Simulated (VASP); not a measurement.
# Li26CuF27 (a cell with a defect) in VASP: single point with PBE

Aim: the single point of Li26CuF27 (a cell with a defect) with PBE.

Program: VASP 6.6.1. These are calculated values, not measurements. Logs are shortened: lines on timing, memory, paths and dates and some standing lists are left out, and cuts for length are marked.

### 1 The cell of the first run

The cell holds a defect, 54 atoms: a = 8.545 Å, b = 8.545 Å, c = 8.545 Å, α = 60.00°, β = 60.00°, γ = 60.00°.

### 2 Single point, PBE

INCAR reads:

```
PREC = Accurate
ENCUT = 520
EDIFF = 1E-6
ISMEAR = -1
SIGMA = 0.01
LREAL = Auto
LASPH = T
NELM = 80
ALGO = Normal
ISIF = 2
LWAVE = F
LCHARG = F
GGA = PE
NBANDS = 172
```

KPOINTS reads:

```
regular mesh
0
Gamma
  3 3 3
```

POSCAR reads:

```
Li26CuF27
1.0
    0.0000000000      6.0420000000      6.0420000000
    6.0420000000      0.0000000000      6.0420000000
    6.0420000000      6.0420000000      0.0000000000
Cu Li F
1 26 27
Direct
    0.0000000000      0.0000000000      0.0000000000
    0.0000000000      0.0000000000      0.3361037868
    0.0000000000      0.0000000000      0.6638962132
    0.0000000000      0.3361037868      0.0000000000
   -0.0007290171      0.3335763390      0.3335763390
    0.0000000000      0.3361037868      0.6638962132
    0.0000000000      0.6638962132      0.0000000000
    0.0000000000      0.6638962132      0.3361037868
    0.0007290171      0.6664236610      0.6664236610
    0.3361037868      0.0000000000      0.0000000000
    0.3335763390     -0.0007290171      0.3335763390
    0.3361037868      0.0000000000      0.6638962132
    0.3335763390      0.3335763390     -0.0007290171
    0.3335763390      0.3335763390      0.3335763390
    0.3353660136      0.3353660136      0.6646339864
    0.3361037868      0.6638962132      0.0000000000
    0.3353660136      0.6646339864      0.3353660136
    0.3353660136      0.6646339864      0.6646339864
    0.6638962132      0.0000000000      0.0000000000
    0.6638962132      0.0000000000      0.3361037868
    0.6664236610      0.0007290171      0.6664236610
    0.6638962132      0.3361037868      0.0000000000
    0.6646339864      0.3353660136      0.3353660136
    0.6646339864      0.3353660136      0.6646339864
    0.6664236610      0.6664236610      0.0007290171
    0.6646339864      0.6646339864      0.3353660136
    0.6664236610      0.6664236610      0.6664236610
    0.1665414751      0.1665414751      0.1665414751
    0.1665414751      0.1665414751      0.5003755746
    0.1778360372      0.1778360372      0.8221639628
    0.1665414751      0.5003755746      0.1665414751
    0.1666404929      0.5000000000      0.5000000000
    0.1666404929      0.5000000000      0.8333595071
    0.1778360372      0.8221639628      0.1778360372
    0.1666404929      0.8333595071      0.5000000000
    0.1778360372      0.8221639628      0.8221639628
    0.5003755746      0.1665414751      0.1665414751
    0.5000000000      0.1666404929      0.5000000000
    0.5000000000      0.1666404929      0.8333595071
    0.5000000000      0.5000000000      0.1666404929
    0.5000000000      0.5000000000      0.5000000000
    0.5000000000      0.5000000000      0.8333595071
    0.5000000000      0.8333595071      0.1666404929
    0.5000000000      0.8333595071      0.5000000000
    0.4996244254      0.8334585249      0.8334585249
    0.8221639628      0.1778360372      0.1778360372
    0.8333595071      0.1666404929      0.5000000000
    0.8221639628      0.1778360372      0.8221639628
    0.8333595071      0.5000000000      0.1666404929
    0.8333595071      0.5000000000      0.5000000000
    0.8334585249      0.4996244254      0.8334585249
    0.8221639628      0.8221639628      0.1778360372
    0.8334585249      0.8334585249      0.4996244254
    0.8334585249      0.8334585249      0.8334585249
```

Potentials or basis: VASP PAW PBE potentials, release 64 (Cu, Li_sv, F).

On the command line:

```sh
> cat potpaw_PBE.64/Cu/POTCAR potpaw_PBE.64/Li_sv/POTCAR potpaw_PBE.64/F/POTCAR > POTCAR
> mpirun -np 1 vasp_std > vasp.out
```

OUTCAR:

```text
PREC = Accurate
   ENCUT = 520
   EDIFF = 1E-6
   ISMEAR = -1
   LREAL = Auto
   LASPH = T
   NELM = 80
   ISIF = 2
   GGA = PE

 ion  position               nearest neighbor table
   1  0.000  0.000  0.000-  30 2.15  34 2.15  36 2.15  46 2.15  48 2.15  52 2.15
   2  0.000  0.000  0.336-  35 2.00  47 2.00  53 2.01  28 2.01  34 2.03  46 2.03
   3  0.000  0.000  0.664-  35 2.00  47 2.00  29 2.01  54 2.01  48 2.03  36 2.03
   4  0.000  0.336  0.000-  33 2.00  49 2.00  51 2.01  28 2.01  30 2.03  46 2.03
   5  0.999  0.334  0.334-  47 2.01  49 2.01  50 2.01  31 2.02  29 2.02  28 2.02
   6  0.000  0.336  0.664-  32 2.00  50 2.00  29 2.01  51 2.01  30 2.03  48 2.03
[... 46 lines left out ...]
  53  0.833  0.833  0.500-   2 2.01   8 2.01  20 2.01   9 2.02  21 2.02  27 2.02
  54  0.833  0.833  0.833-   3 2.01   7 2.01  19 2.01   9 2.02  21 2.02  25 2.02

  LATTYP: Found a face centered cubic cell.
 ALAT       =    12.0840000000

  Lattice vectors:

 A1 = (   0.0000000000,   6.0420000000,   6.0420000000)
 A2 = (   6.0420000000,   0.0000000000,   6.0420000000)
 A3 = (   6.0420000000,   6.0420000000,   0.0000000000)

Analysis of symmetry for initial positions (statically):
=====================================================================
 Subroutine PRICEL returns:
 Original cell was already a primitive cell.

 Routine SETGRP: Setting up the symmetry group for a
 face centered cubic supercell.

 Subroutine GETGRP returns: Found 48 space group operations
 (whereof 48 operations were pure point group operations)
 out of a pool of 48 trial point group operations.

The static configuration has the point symmetry O_h .

Analysis of symmetry for dynamics (positions and initial velocities):
=====================================================================
 Subroutine PRICEL returns:
 Original cell was already a primitive cell.

 Routine SETGRP: Setting up the symmetry group for a
 face centered cubic supercell.

 Subroutine GETGRP returns: Found 48 space group operations
 (whereof 48 operations were pure point group operations)
 out of a pool of 48 trial point group operations.

The dynamic configuration has the point symmetry O_h .

 Subroutine INISYM returns: Found 48 space group operations
 (whereof 48 operations are pure point group operations),
 and found     1 'primitive' translations

----------------------------------------------------------------------------------------

                                     Primitive cell

  volume of cell :     441.1357

  direct lattice vectors                    reciprocal lattice vectors
     0.000000000  6.042000000  6.042000000    -0.082754055  0.082754055  0.082754055
     6.042000000  0.000000000  6.042000000     0.082754055 -0.082754055  0.082754055
     6.042000000  6.042000000  0.000000000     0.082754055  0.082754055 -0.082754055

  length of vectors
     8.544678344  8.544678344  8.544678344     0.143334228  0.143334228  0.143334228

  position of ions in fractional coordinates (direct lattice)
     0.000000000  0.000000000  0.000000000
     0.000000000  0.000000000  0.336103787
     0.000000000  0.000000000  0.663896213
     0.000000000  0.336103787  0.000000000
     0.999270983  0.333576339  0.333576339
     0.000000000  0.336103787  0.663896213
[... 46 lines left out ...]
     0.833458525  0.833458525  0.499624425
     0.833458525  0.833458525  0.833458525

  ion indices of the primitive-cell ions
   primitive index   ion index
                 1           1
                 2           2
                 3           3
                 4           4
                 5           5
                 6           6
[... 46 lines left out ...]
                53          53
                54          54

----------------------------------------------------------------------------------------

 KPOINTS: regular mesh

Automatic generation of k-mesh.
 Grid dimensions read from file:
 generate k-points for:    3    3    3

 Generating k-lattice:

  Cartesian coordinates                     Fractional coordinates (reciprocal lattice)
    -0.027584685  0.027584685  0.027584685     0.333333333  0.000000000  0.000000000
     0.027584685 -0.027584685  0.027584685     0.000000000  0.333333333  0.000000000
     0.027584685  0.027584685 -0.027584685     0.000000000  0.000000000  0.333333333

  Length of vectors
     0.047778076  0.047778076  0.047778076

  Shift w.r.t. Gamma in fractional coordinates (k-lattice)
     0.000000000  0.000000000  0.000000000

 Subroutine IBZKPT returns following result:
 ===========================================

 Found      4 irreducible k-points:

 Following reciprocal coordinates:
            Coordinates               Weight
  0.000000  0.000000  0.000000      1.000000
  0.333333  0.000000  0.000000      8.000000
  0.333333  0.333333  0.000000      6.000000
 -0.333333  0.333333  0.000000     12.000000
   k-points           NKPTS =      4   k-points in BZ     NKDIM =      4   number of bands    NBANDS=    172
   number of dos      NEDOS =    301   number of ions     NIONS =     54
   total plane-waves  NPLWV = 262144
   dimension x,y,z NGX =    64 NGY =   64 NGZ =   64
   dimension x,y,z NGXF=   128 NGYF=  128 NGZF=  128
   ions per type =               1  26  27
   NGX,Y,Z   is equivalent  to a cutoff of  12.45, 12.45, 12.45 a.u.
   NGXF,Y,Z  is equivalent  to a cutoff of  24.90, 24.90, 24.90 a.u.
 SYSTEM =  unknown system
   PREC   = accura    normal or accurate (medium, high low for compatibility)
   ISTART =      0    job   : 0-new  1-cont  2-samecut
   ICHARG =      2    charge: 1-file 2-atom 10-const
   ISPIN  =      1    spin polarized calculation?
   LNONCOLLINEAR =      F non collinear calculations
   LSORBIT =      F    spin-orbit coupling
   LASPH  =      T    aspherical Exc in radial PAW
   ENCUT  =  520.0 eV  38.22 Ry    6.18 a.u.  15.89 15.89 15.89*2*pi/ulx,y,z
   NELM   =     80;   NELMIN=  2; NELMDL= -5     # of ELM steps
   EDIFF  = 0.1E-05   stopping-criterion for ELM
   LREAL  =      T    real-space projection
   EDIFFG = 0.1E-04   stopping-criterion for IOM
   NSW    =      0    number of steps for IOM
   IBRION =     -1    ionic relax: 0-MD 1-quasi-New 2-CG
   NFREE  =      0    steps in history (QN), initial steepest desc. (CG)
   ISIF   =      2    stress and relaxation
   ISYM   =      2    0-nonsym 1-usesym 2-fastsym
   POTIM  = 0.5000    time-step for ionic-motion
   TEBEG  =    0.0;   TEEND  =   0.0 temperature during run
   PSTRESS=    0.0 pullay stress
   NELECT =     278.0000    total number of electrons
   NUPDOWN=      -1.0000    fix difference up-down
   EMIN   =  10.00;   EMAX   =-10.00  energy-range for DOS
   EFERMI =   0.00;   METHOD = LEGACY
   ISMEAR =    -1;   SIGMA  =   0.01  broadening in eV -4-tet -1-fermi 0-gaus
   EFERMI_NEDOS =   21; number of points for ismear=-14 and -15
   IALGO  =     38    algorithm
   IMIX   =      4    mixing-type and parameters
     AMIX     =   0.40;   BMIX     =  1.00
     AMIX_MAG =   1.60;   BMIX_MAG =  1.00
  volume/ion in A,a.u.               =       8.17        55.13
  Fermi-wavevector in a.u.,A,eV,Ry     =   1.403565  2.652352 26.803386  1.969993
  Thomas-Fermi vector in A             =   2.526214
   LORBIT       =      0    0 simple, 1 ext, 2 COOP (PROOUT), +10 PAW based schemes
   GGA     = PE    functional components
   LHFCALC =     F    Hartree Fock is set to
   AEXX    =    0.0000 exact exchange contribution
   IVDW    =     0    specifies the selected vdW correction
   LEPSILON=     F    determine dielectric tensor
   LRPA    =     F    only Hartree local field effects (RPA)
 non-spin polarized calculation
  energy-cutoff  :      520.00
  volume of cell :      441.14
 maximum number of plane-waves:     11935
   NGX = 31   NGY = 31   NGZ = 31

 number of electron     278.0000037 magnetization

 Free energy of the ion-electron system (eV)
  ---------------------------------------------------
  ext. energy  EPLUGINS =         0.00000000
  ---------------------------------------------------
  free energy    TOTEN  =      -256.92589209 eV

  energy without entropy =     -256.92589209  energy(sigma->0) =     -256.92589209

 E-fermi :   4.5760     XC(G=0): -10.1081

 val. band max:        4.2509737240   @ k =   0.0000   0.0000   0.0000
 cond. band min:       6.9953730102   @ k =   0.0000   0.0000   0.0000
 fundamental gap:      2.7443992862
 Fermi energy:         4.5760239272

 k-point     1 :       0.0000    0.0000    0.0000
  band No.  band energies     occupation
      1     -41.7914      2.00000
      2     -41.7610      2.00000
      3     -41.7610      2.00000
      4     -41.7610      2.00000
      5     -41.7538      2.00000
      6     -41.7538      2.00000
[... 143 lines left out ...]
    150      11.7012      0.00000
    151      11.7012      0.00000

 k-point     2 :       0.3333    0.0000    0.0000
  band No.  band energies     occupation
      1     -41.7858      2.00000
      2     -41.7722      2.00000
      3     -41.7605      2.00000
      4     -41.7605      2.00000
      5     -41.7555      2.00000
      6     -41.7555      2.00000
[... 143 lines left out ...]
    150      11.0299      0.00000
    151      11.0299      0.00000

 k-point     3 :       0.3333    0.3333    0.0000
  band No.  band energies     occupation
      1     -41.7842      2.00000
      2     -41.7655      2.00000
      3     -41.7654      2.00000
      4     -41.7648      2.00000
      5     -41.7648      2.00000
      6     -41.7478      2.00000
[... 143 lines left out ...]
    150      11.4324      0.00000
    151      11.4446      0.00000

 k-point     4 :      -0.3333    0.3333    0.0000
  band No.  band energies     occupation
      1     -41.7780      2.00000
      2     -41.7760      2.00000
      3     -41.7692      2.00000
      4     -41.7631      2.00000
      5     -41.7576      2.00000
      6     -41.7524      2.00000
[... 143 lines left out ...]
    150      10.7907      0.00000
    151      11.0423      0.00000
 [bands above 151 left out]

------------------------ aborting loop because EDIFF is reached ----------------------------------------

  FORCE on cell =-STRESS in cart. coord.  units (eV):
  Direction    XX          YY          ZZ          XY          YZ          ZX
  --------------------------------------------------------------------------------------
  -------------------------------------------------------------------------------------
  Total        9.5787215      9.5787215      9.5787215      0.0000000      0.0000000     -0.0000000
  in kB       34.7893223     34.7893223     34.7893223      0.0000000      0.0000000     -0.0000000
  external PRESSURE =      34.7893223 kB  Pullay stress =       0.0000000 kB

 VOLUME and BASIS-vectors are now :
 -----------------------------------------------------------------------------
  energy-cutoff  :      520.00
  volume of cell :      441.14
      direct lattice vectors                 reciprocal lattice vectors
     0.000000000  6.042000000  6.042000000    -0.082754055  0.082754055  0.082754055
     6.042000000  0.000000000  6.042000000     0.082754055 -0.082754055  0.082754055
     6.042000000  6.042000000  0.000000000     0.082754055  0.082754055 -0.082754055

 POSITION                                       TOTAL-FORCE (eV/Angst)
 -----------------------------------------------------------------------------------
      0.00000      0.00000      0.00000         0.000000     -0.000000      0.000000
      2.03074      2.03074      0.00000        -0.001911     -0.001911      0.000000
      4.01126      4.01126      0.00000         0.001911      0.001911      0.000000
      2.03074      0.00000      2.03074        -0.001911     -0.000000     -0.001911
      4.03094      8.05306      8.05306         0.000628     -0.000628     -0.000628
      6.04200      4.01126      2.03074         0.000000      0.001911     -0.001911
[... 46 lines left out ...]
      8.05449      8.05449     10.07151        -0.000440     -0.000440      0.000440
     10.07151     10.07151     10.07151         0.000440      0.000440      0.000440
 -----------------------------------------------------------------------------------
    total drift:                               -0.000000     -0.000000     -0.000000

  FREE ENERGIE OF THE ION-ELECTRON SYSTEM (eV)
  ---------------------------------------------------
  free  energy   TOTEN  =      -256.9258920881 eV

  energy  without entropy=     -256.9258920881  energy(sigma->0) =     -256.92589209
```

Run time: 27 min. Hardware: 1 thread of AMD EPYC 7R43 (Zen 3), shared host; peak memory 0.61 GiB.

Results:

```
Free energy            : -256.9259 eV
Largest force          : 0.015 eV/Å
Band gap on the k mesh : 2.74 eV
```

Forces in eV/Å, atoms in the order of the input:
```
Cu   0.000  0.000  0.000
Li  -0.002 -0.002  0.000
Li   0.002  0.002  0.000
Li  -0.002  0.000 -0.002
Li   0.001 -0.001 -0.001
Li   0.000  0.002 -0.002
Li   0.002  0.000  0.002
Li   0.000 -0.002  0.002
Li  -0.001  0.001  0.001
Li   0.000 -0.002 -0.002
Li  -0.001  0.001 -0.001
Li   0.002  0.000 -0.002
Li  -0.001 -0.001  0.001
Li   0.001  0.001  0.001
Li   0.000  0.000 -0.002
Li   0.002 -0.002  0.000
Li   0.000 -0.002  0.000
Li   0.002  0.000  0.000
Li   0.000  0.002  0.002
Li  -0.002  0.000  0.002
Li   0.001 -0.001  0.001
Li  -0.002  0.002  0.000
Li  -0.002  0.000  0.000
Li   0.000  0.002  0.000
Li   0.001  0.001 -0.001
Li   0.000  0.000  0.002
Li  -0.001 -0.001 -0.001
F    0.000  0.000  0.000
F    0.000  0.000  0.000
F    0.000  0.000  0.015
F    0.000  0.000  0.000
F    0.000 -0.001 -0.001
F    0.001  0.000 -0.001
F    0.000  0.015  0.000
F    0.001 -0.001  0.000
F   -0.015  0.000  0.000
F    0.000  0.000  0.000
F   -0.001  0.000 -0.001
F    0.000  0.001 -0.001
F   -0.001 -0.001  0.000
F    0.000  0.000  0.000
F    0.001  0.001  0.000
F    0.000 -0.001  0.001
F    0.001  0.000  0.001
F    0.000  0.000  0.000
F    0.015  0.000  0.000
F   -0.001  0.001  0.000
F    0.000 -0.015  0.000
F   -0.001  0.000  0.001
F    0.000  0.001  0.001
F    0.000  0.000  0.000
F    0.000  0.000 -0.015
F    0.000  0.000  0.000
F    0.000  0.000  0.000
```

Caveat: the cutoff is under 1.25 times the usual one of these potentials, so pressure, stress and relaxed cells hold a basis-set (Pulay) error.
